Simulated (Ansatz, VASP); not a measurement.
# CuI: VASP beside Ansatz

File INCAR:

```
SYSTEM = CuI
PREC = Accurate ; ENCUT = 520
EDIFF = 1E-6 ; ISMEAR = 0
SIGMA = 0.02 ; LREAL = .FALSE.
LASPH = .TRUE. ; NELM = 80
ALGO = Normal ; ISIF = 2
LWAVE = .FALSE. ; LCHARG = .FALSE.
GGA = PS ; NBANDS = 26
```

The input KPOINTS:

```
regular mesh
0
G
  8 8 4
  0 0 0
```

File POSCAR:

```
CuI
1.0
    3.9219419691      0.0000000000      0.0000000000
    0.0000000000      4.0006569450      0.0000000000
    0.0000000000      0.0000000000      6.5465531482
Cu I
2 2
Direct
    0.5000000000      0.5000000000      0.0034663221
    0.0000000000      0.0000000000     -0.0034663221
    0.5000000000      0.0000000000      0.2621119129
    0.0000000000      0.5000000000      0.7378880871
```

Input for Ansatz:

```yaml
crystal:
  lattice:
    - [3.9219419691, 0.0, 0.0]
    - [0.0, 4.000656945, 0.0]
    - [0.0, 0.0, 6.5465531482]
  atoms:
    - { symbol: Cu, position: [0.5, 0.5, 0.0034663221] }
    - { symbol: Cu, position: [0.0, 0.0, -0.0034663221] }
    - { symbol: I, position: [0.5, 0.0, 0.2621119129] }
    - { symbol: I, position: [0.0, 0.5, 0.7378880871] }
basis:
  ecutwfc: 420
kpoints:
  mp_grid: { grid: [8, 8, 4] }
  band_path: { path: [VBM, CBM], npoints: 2 }
hamiltonian:
  xc: pbesol
scf:
  occupations: { method: gaussian, width: 0.02 }
output:
  forces: true
  stress: true
  eigenvalues: true
checkpoint:
  read: start.run
  write: ck
  compress: false
  write_wavefunctions: false
  write_every: 100000
```

Alike in both runs: task single point; functional PBEsol; k mesh 8 × 8 × 4; occupations gaussian, width 0.02 eV; no spin polarisation.

```csv
,VASP,Ansatz
version,VASP 6.6.1,Ansatz 0.2.0
potentials or method,"VASP PAW PBE potentials, release 64 (Cu, I), cutoff 520 eV","scalar-relativistic, plane waves, PAW"
valence electrons in the cell,36,72
```

Ansatz gave:

| Property | Result |
| --- | --- |
| gap on the k mesh at the Fermi level (eV) | 1.48 |
| least direct gap on the mesh (eV) | 1.48 |
| pressure (GPa) | 0.4 |
| traceless stress, the component that is largest in VASP (GPa) | 0.79 |
| rms of the force components (eV/Å) | 0.000 |

Q: Estimate VASP's values.

A: gap on the k mesh at the Fermi level (eV): 1.50; least direct gap on the mesh (eV): 1.50; pressure (GPa): 0.5; traceless stress, the component that is largest in VASP (GPa): 0.80; rms of the force components (eV/Å): 0.009.

VASP's potentials were made for PBE, not for PBEsol. Atom by atom the forces differ by 0.009 eV/Å (rms over components). VASP's potentials hold 36 valence electrons a cell and Ansatz's 72, so a difference there can come from the potentials and not from the codes.

Spin-orbit coupling is off throughout.
